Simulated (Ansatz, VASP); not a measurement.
Al12H: VASP beside Ansatz

The input INCAR:

```
SYSTEM = Al12H
PREC = Accurate
ENCUT = 520
EDIFF = 1E-6
ISMEAR = 0
SIGMA = 0.1
LREAL = .FALSE.
LASPH = .TRUE.
NELM = 150
ALGO = Fast
ISIF = 2
LWAVE = .FALSE.
LCHARG = .FALSE.
ISPIN = 2
MAGMOM = 0 0 0 0 0 0 0 0 0 0 0 0 1
LORBIT = 11
LDIPOL = .TRUE.
IDIPOL = 3
DIPOL = 0.5 0.5 0.306
GGA = PE
NBANDS = 34
```

KPOINTS

```
Automatic mesh
0
G
  6 6 1
  0 0 0
```

File POSCAR:

```
Al12H
1.0
    5.7143028096      0.0000000000      0.0000000000
   -2.8571514048      4.9487313980      0.0000000000
    0.0000000000      0.0000000000     21.6016424764
Al H
12 1
Direct
    0.3333333333      0.1666666667      0.1851711047
    0.3333333333      0.6666666667      0.1851711047
    0.8333333333      0.1666666667      0.1851711047
    0.8333333333      0.6666666667      0.1851711047
    0.1666666667      0.3333333333      0.2916873740
    0.1666666667      0.8333333333      0.2916873740
    0.6666666667      0.3333333333      0.2916873740
    0.6666666667      0.8333333333      0.2916873740
    0.0000000000      0.0000000000      0.3981939098
    0.0000000000      0.5000000000      0.3981939098
    0.5000000000      0.0000000000      0.3981939098
    0.5000000000      0.5000000000      0.3981939098
    0.3888888889     -0.3888888889      0.4755028460
```

Input for Ansatz:

```yaml
crystal:
  lattice:
    - [5.7143028096, 0.0, 0.0]
    - [-2.8571514048, 4.948731398, 0.0]
    - [0.0, 0.0, 21.6016424764]
  atoms:
    - { symbol: Al, position: [0.3333333333, 0.1666666667, 0.1851711047] }
    - { symbol: Al, position: [0.3333333333, 0.6666666667, 0.1851711047] }
    - { symbol: Al, position: [0.8333333333, 0.1666666667, 0.1851711047] }
    - { symbol: Al, position: [0.8333333333, 0.6666666667, 0.1851711047] }
    - { symbol: Al, position: [0.1666666667, 0.3333333333, 0.291687374] }
    - { symbol: Al, position: [0.1666666667, 0.8333333333, 0.291687374] }
    - { symbol: Al, position: [0.6666666667, 0.3333333333, 0.291687374] }
    - { symbol: Al, position: [0.6666666667, 0.8333333333, 0.291687374] }
    - { symbol: Al, position: [0.0, 0.0, 0.3981939098] }
    - { symbol: Al, position: [0.0, 0.5, 0.3981939098] }
    - { symbol: Al, position: [0.5, 0.0, 0.3981939098] }
    - { symbol: Al, position: [0.5, 0.5, 0.3981939098] }
    - { symbol: H, position: [0.3888888889, -0.3888888889, 0.475502846], spin: 1.0 }
basis:
  ecutwfc: 420
kpoints:
  mp_grid: { grid: [6, 6, 1] }
hamiltonian:
  xc: pbe
scf:
  occupations: { method: gaussian, width: 0.1 }
output:
  forces: true
  eigenvalues: true
  populations: true
magnetization:
  spin_polarized: true
efield:
  axis: 3
  dipole_correction: true
  ramp_width: 0.04
```

Alike in both runs: task single point; functional PBE; k mesh 6 × 6 × 1; occupations gaussian, width 0.1 eV; collinear spin.

|  | VASP | Ansatz |
| --- | --- | --- |
| version | VASP 6.6.1 | Ansatz 0.2.0 |
| potentials or method | VASP PAW PBE potentials, release 64 (Al, H), cutoff 520 eV | scalar-relativistic, plane waves, PAW |
| valence electrons in the cell | 37 | 37 |

|  | VASP | Ansatz | Ansatz less VASP |
| --- | --- | --- | --- |
| gap on the k mesh at the Fermi level (eV) | none | none | - |
| rms of the force components (eV/Å) | 0.304 | 0.304 | -0.0002 |
| net moment per atom (μB) | 0.00 | 0.00 | 0.000 |

Atom by atom the forces differ by 0.001 eV/Å (rms over components). A gap of «none» marks a metal or a gap that the smearing closes. Ansatz's warnings: seeded moment not kept.
